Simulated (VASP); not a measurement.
# Nb (Im-3m) in VASP: a series of runs

Runs on Nb. Level: r2SCAN. Tasks: single point.

Everything below comes from runs of VASP 6.6.1. Logs are shortened: lines on timing, memory, paths and dates and some standing lists are left out, and cuts for length are marked.

## Step 1: The cell of the first run

Symmetry: Im-3m, No. 229, cubic system. Conventional cell: a = 3.302 Å, b = 3.302 Å, c = 3.302 Å, α = 90.00°, β = 90.00°, γ = 90.00°. Within 3.8 Å of Nb (site symmetry m-3m) lie 14 Nb at 2.86 to 3.30 Å.

## Step 2: Single point, r2SCAN

POSCAR reads:

```
Nb
1.0
   -1.6511317439      1.6511317439      1.6511317439
    1.6511317439     -1.6511317439      1.6511317439
    1.6511317439      1.6511317439     -1.6511317439
Nb
1
Direct
    0.0000000000      0.0000000000      0.0000000000
```

INCAR.step1 reads:

```
SYSTEM = Nb
ALGO = Normal
EDIFF = 1E-4
ENCUT = 520
GGA = PE
ISMEAR = -1
LASPH = .TRUE.
LCHARG = .FALSE.
LREAL = .FALSE.
LWAVE = .TRUE.
NBANDS = 12
NELM = 100
PREC = Accurate
SIGMA = 0.1
```

INCAR.step2 reads:

```
SYSTEM = Nb
ALGO = Normal
EDIFF = 1E-6
ENCUT = 520
ISIF = 2
ISMEAR = -1
ISTART = 1
LASPH = .TRUE.
LCHARG = .FALSE.
LMIXTAU = .TRUE.
LREAL = .FALSE.
LWAVE = .FALSE.
METAGGA = R2SCAN
NBANDS = 12
NELM = 100
PREC = Accurate
SIGMA = 0.1
```

KPOINTS reads:

```
k-points
0
G
  8 8 8
  0 0 0
```

Potentials or basis: VASP PAW PBE potentials, release 64 (Nb_sv).

Started as:

```
cat potpaw_PBE.64/Nb_sv/POTCAR > POTCAR
cp INCAR.step1 INCAR
mpirun -np 1 vasp_std > vasp.out
cp INCAR.step2 INCAR
mpirun -np 1 vasp_std > vasp.out
```

OUTCAR:

```text
SYSTEM = Nb
   EDIFF = 1E-6
   ENCUT = 520
   ISIF = 2
   ISMEAR = -1
   ISTART = 1
   LASPH = .TRUE.
   LREAL = .FALSE.
   METAGGA = R2SCAN
   NELM = 100
   PREC = Accurate

 ion  position               nearest neighbor table
   1  0.000  0.000  0.000-

  LATTYP: Found a body centered cubic cell.
 ALAT       =     3.3022634878

  Lattice vectors:

 A1 = (  -1.6511317439,   1.6511317439,   1.6511317439)
 A2 = (   1.6511317439,  -1.6511317439,   1.6511317439)
 A3 = (   1.6511317439,   1.6511317439,  -1.6511317439)

Analysis of symmetry for initial positions (statically):
=====================================================================
 Subroutine PRICEL returns:
 Original cell was already a primitive cell.

 Routine SETGRP: Setting up the symmetry group for a
 body centered cubic supercell.

 Subroutine GETGRP returns: Found 48 space group operations
 (whereof 48 operations were pure point group operations)
 out of a pool of 48 trial point group operations.

The static configuration has the point symmetry O_h .

Analysis of symmetry for dynamics (positions and initial velocities):
=====================================================================
 Subroutine PRICEL returns:
 Original cell was already a primitive cell.

 Routine SETGRP: Setting up the symmetry group for a
 body centered cubic supercell.

 Subroutine GETGRP returns: Found 48 space group operations
 (whereof 48 operations were pure point group operations)
 out of a pool of 48 trial point group operations.

The dynamic configuration has the point symmetry O_h .

 Subroutine INISYM returns: Found 48 space group operations
 (whereof 48 operations are pure point group operations),
 and found     1 'primitive' translations

----------------------------------------------------------------------------------------

                                     Primitive cell

  volume of cell :      18.0055

  direct lattice vectors                    reciprocal lattice vectors
    -1.651131744  1.651131744  1.651131744     0.000000000  0.302822595  0.302822595
     1.651131744 -1.651131744  1.651131744     0.302822595  0.000000000  0.302822595
     1.651131744  1.651131744 -1.651131744     0.302822595  0.302822595  0.000000000

  length of vectors
     2.859844070  2.859844070  2.859844070     0.428255821  0.428255821  0.428255821

  position of ions in fractional coordinates (direct lattice)
     0.000000000  0.000000000  0.000000000

  ion indices of the primitive-cell ions
   primitive index   ion index
                 1           1

----------------------------------------------------------------------------------------

 KPOINTS: k-points

Automatic generation of k-mesh.
 Grid dimensions read from file:
 generate k-points for:    8    8    8

 Generating k-lattice:

  Cartesian coordinates                     Fractional coordinates (reciprocal lattice)
     0.000000000  0.037852824  0.037852824     0.125000000  0.000000000  0.000000000
     0.037852824  0.000000000  0.037852824     0.000000000  0.125000000  0.000000000
     0.037852824  0.037852824  0.000000000     0.000000000  0.000000000  0.125000000

  Length of vectors
     0.053531978  0.053531978  0.053531978

  Shift w.r.t. Gamma in fractional coordinates (k-lattice)
     0.000000000  0.000000000  0.000000000

 Subroutine IBZKPT returns following result:
 ===========================================

 Found     29 irreducible k-points:

 Following reciprocal coordinates:
            Coordinates               Weight
  0.000000  0.000000  0.000000      1.000000
  0.125000  0.000000  0.000000     12.000000
  0.250000  0.000000  0.000000     12.000000
  0.375000  0.000000  0.000000     12.000000
  0.500000  0.000000  0.000000      6.000000
  0.125000  0.125000  0.000000     24.000000
[... 16 lines left out ...]
 -0.250000  0.250000  0.250000      6.000000
 -0.375000  0.375000  0.250000     24.000000
 [... further k-points ...]
   k-points           NKPTS =     29   k-points in BZ     NKDIM =     29   number of bands    NBANDS=     12
   number of dos      NEDOS =    301   number of ions     NIONS =      1
   total plane-waves  NPLWV =  13824
   dimension x,y,z NGX =    24 NGY =   24 NGZ =   24
   dimension x,y,z NGXF=    48 NGYF=   48 NGZF=   48
   ions per type =               1
   NGX,Y,Z   is equivalent  to a cutoff of  13.95, 13.95, 13.95 a.u.
   NGXF,Y,Z  is equivalent  to a cutoff of  27.90, 27.90, 27.90 a.u.
 SYSTEM =  Nb
   PREC   = accura    normal or accurate (medium, high low for compatibility)
   ISTART =      1    job   : 0-new  1-cont  2-samecut
   ICHARG =      0    charge: 1-file 2-atom 10-const
   ISPIN  =      1    spin polarized calculation?
   LNONCOLLINEAR =      F non collinear calculations
   LSORBIT =      F    spin-orbit coupling
   LASPH  =      T    aspherical Exc in radial PAW
   ENCUT  =  520.0 eV  38.22 Ry    6.18 a.u.   5.32  5.32  5.32*2*pi/ulx,y,z
   NELM   =    100;   NELMIN=  2; NELMDL=  0     # of ELM steps
   EDIFF  = 0.1E-05   stopping-criterion for ELM
   LREAL  =      F    real-space projection
   EDIFFG = 0.1E-04   stopping-criterion for IOM
   NSW    =      0    number of steps for IOM
   IBRION =     -1    ionic relax: 0-MD 1-quasi-New 2-CG
   NFREE  =      0    steps in history (QN), initial steepest desc. (CG)
   ISIF   =      2    stress and relaxation
   ISYM   =      2    0-nonsym 1-usesym 2-fastsym
   POTIM  = 0.5000    time-step for ionic-motion
   TEBEG  =    0.0;   TEEND  =   0.0 temperature during run
   PSTRESS=    0.0 pullay stress
   NELECT =      13.0000    total number of electrons
   NUPDOWN=      -1.0000    fix difference up-down
   EMIN   =  10.00;   EMAX   =-10.00  energy-range for DOS
   EFERMI =   0.00;   METHOD = LEGACY
   ISMEAR =    -1;   SIGMA  =   0.10  broadening in eV -4-tet -1-fermi 0-gaus
   EFERMI_NEDOS =   21; number of points for ismear=-14 and -15
   IALGO  =     38    algorithm
   IMIX   =      4    mixing-type and parameters
     AMIX     =   0.40;   BMIX     =  1.00
     AMIX_MAG =   1.60;   BMIX_MAG =  1.00
  volume/ion in A,a.u.               =      18.01       121.51
  Fermi-wavevector in a.u.,A,eV,Ry     =   1.468659  2.775363 29.347202  2.156958
  Thomas-Fermi vector in A             =   2.584130
   LORBIT       =      0    0 simple, 1 ext, 2 COOP (PROOUT), +10 PAW based schemes
   METAGGA = R2SCAN    functional components
   LHFCALC =     F    Hartree Fock is set to
   AEXX    =    0.0000 exact exchange contribution
   IVDW    =     0    specifies the selected vdW correction
   LEPSILON=     F    determine dielectric tensor
   LRPA    =     F    only Hartree local field effects (RPA)
 non-spin polarized calculation
  energy-cutoff  :      520.00
  volume of cell :       18.01
 maximum number of plane-waves:       496
 NGX is ok and might be reduce to    24
   NGX = 11   NGY = 11   NGZ = 11

 number of electron      13.0000000 magnetization

 Free energy of the ion-electron system (eV)
  ---------------------------------------------------
  ext. energy  EPLUGINS =         0.00000000
  ---------------------------------------------------
  free energy    TOTEN  =       -24.89291991 eV

  energy without entropy =      -24.85329330  energy(sigma->0) =      -24.87310661

 E-fermi :  11.0713     XC(G=0): -13.6307

 val. band max:       11.0359528604   @ k =   0.2500   0.0000   0.0000
 cond. band min:      11.1856576426   @ k =   0.1250   0.0000   0.0000
 fundamental gap:      0.1497047822
 Fermi energy:        11.0713317817

 k-point     1 :       0.0000    0.0000    0.0000
  band No.  band energies     occupation
      1     -45.0275      2.00000
      2     -19.5649      2.00000
      3     -19.5649      2.00000
      4     -19.5649      2.00000
      5       4.8513      2.00000
      6      11.5803      0.01225
      7      11.5803      0.01225
      8      11.5803      0.01225
      9      14.6993      0.00000
     10      14.6993      0.00000
     11      26.0190      0.00000
     12      26.0191      0.00000

 k-point     2 :       0.1250    0.0000    0.0000
  band No.  band energies     occupation
      1     -44.9889      2.00000
      2     -19.7921      2.00000
      3     -19.6333      2.00000
      4     -19.5669      2.00000
      5       5.5010      2.00000
      6      11.1857      0.48345
      7      11.4343      0.05170
      8      12.2151      0.00002
      9      14.2121      0.00000
     10      14.7059      0.00000
     11      26.4756      0.00000
     12      27.1610      0.00000

 k-point     3 :       0.2500    0.0000    0.0000
  band No.  band energies     occupation
      1     -44.8945      2.00000
      2     -20.3174      2.00000
      3     -19.7950      2.00000
      4     -19.5718      2.00000
      5       6.9005      2.00000
      6      10.3683      1.99823
      7      11.0360      1.17507
      8      13.9878      0.00000
      9      14.1329      0.00000
     10      14.8479      0.00000
     11      26.1630      0.00000
     12      27.8035      0.00000

 k-point     4 :       0.3750    0.0000    0.0000
  band No.  band energies     occupation
      1     -44.7984      2.00000
      2     -20.8146      2.00000
      3     -19.9524      2.00000
      4     -19.5770      2.00000
      5       7.3704      2.00000
      6       9.6827      2.00000
      7      12.0810      0.00008
      8      14.6224      0.00000
      9      15.2041      0.00000
     10      16.3811      0.00000
     11      24.2479      0.00000
     12      25.3131      0.00000

 k-point     5 :       0.5000    0.0000    0.0000
  band No.  band energies     occupation
      1     -44.7581      2.00000
      2     -21.0135      2.00000
      3     -20.0163      2.00000
      4     -19.5792      2.00000
      5       7.2318      2.00000
      6       9.4266      2.00000
      7      13.3932      0.00000
      8      14.7167      0.00000
      9      15.4425      0.00000
     10      17.7911      0.00000
     11      23.2972      0.00000
     12      23.8315      0.00000
[... 228 lines left out ...]
      1     -44.6884      2.00000
      2     -20.6065      2.00000
      3     -20.6065      2.00000
      4     -19.8374      2.00000
      5       9.4609      2.00000
      6       9.4609      2.00000
      7       9.8287      1.99999
      8      15.1535      0.00000
      9      15.1535      0.00000
     10      22.2449      0.00000
     11      22.8461      0.00000
     12      22.8461      0.00000

 k-point    22 :       0.2500    0.2500    0.2500
  band No.  band energies     occupation
      1     -44.7364      2.00000
      2     -20.3005      2.00000
      3     -20.3005      2.00000
      4     -20.3005      2.00000
      5       9.9491      1.99997
      6       9.9491      1.99997
      7       9.9491      1.99997
      8      15.5853      0.00000
      9      15.5853      0.00000
     10      21.3005      0.00000
     11      23.5669      0.00000
     12      23.5669      0.00000

 k-point    23 :      -0.2500    0.2500    0.2500
  band No.  band energies     occupation
      1     -44.7814      2.00000
      2     -20.3483      2.00000
      3     -20.0473      2.00000
      4     -20.0473      2.00000
      5       8.4587      2.00000
      6      10.0530      1.99992
      7      12.1644      0.00004
      8      12.1644      0.00004
      9      13.8125      0.00000
     10      16.2278      0.00000
     11      26.5609      0.00000
     12      29.9890      0.00000

 k-point    24 :      -0.3750    0.3750    0.2500
  band No.  band energies     occupation
      1     -44.6999      2.00000
      2     -20.6379      2.00000
      3     -20.2190      2.00000
      4     -20.0929      2.00000
      5       8.6410      2.00000
      6       9.1834      2.00000
      7      12.1642      0.00004
      8      12.9631      0.00000
      9      15.8347      0.00000
     10      17.3268      0.00000
     11      25.6078      0.00000
     12      27.5486      0.00000

 [... further k-points ...]

------------------------ aborting loop because EDIFF is reached ----------------------------------------

  FORCE on cell =-STRESS in cart. coord.  units (eV):
  Direction    XX          YY          ZZ          XY          YZ          ZX
  --------------------------------------------------------------------------------------
  -------------------------------------------------------------------------------------
  Total        0.0294304      0.0294304      0.0294304      0.0000000      0.0000000     -0.0000000
  in kB        2.6187975      2.6187975      2.6187975      0.0000000      0.0000000     -0.0000000
  external PRESSURE =       2.6187975 kB  Pullay stress =       0.0000000 kB

 VOLUME and BASIS-vectors are now :
 -----------------------------------------------------------------------------
  energy-cutoff  :      520.00
  volume of cell :       18.01
      direct lattice vectors                 reciprocal lattice vectors
    -1.651131744  1.651131744  1.651131744     0.000000000  0.302822595  0.302822595
     1.651131744 -1.651131744  1.651131744     0.302822595  0.000000000  0.302822595
     1.651131744  1.651131744 -1.651131744     0.302822595  0.302822595  0.000000000

 POSITION                                       TOTAL-FORCE (eV/Angst)
 -----------------------------------------------------------------------------------
      0.00000      0.00000      0.00000        -0.000000      0.000000     -0.000000
 -----------------------------------------------------------------------------------
    total drift:                                0.000000      0.000000      0.000000

  FREE ENERGIE OF THE ION-ELECTRON SYSTEM (eV)
  ---------------------------------------------------
  free  energy   TOTEN  =       -24.8929199106 eV

  energy  without entropy=      -24.8532932994  energy(sigma->0) =      -24.87310661
```

Wall time 13 s (1 thread of Intel Xeon Platinum 8375C at 2.90GHz (Ice Lake), shared host); peak memory 0.14 GiB.

Results:

```
Free energy : -24.8929 eV
Pressure    : 0.3 GPa
```

Caveat: the PAW data sets were made with another functional, which shifts forces and pressure a little.

[end of part 1 of 2]
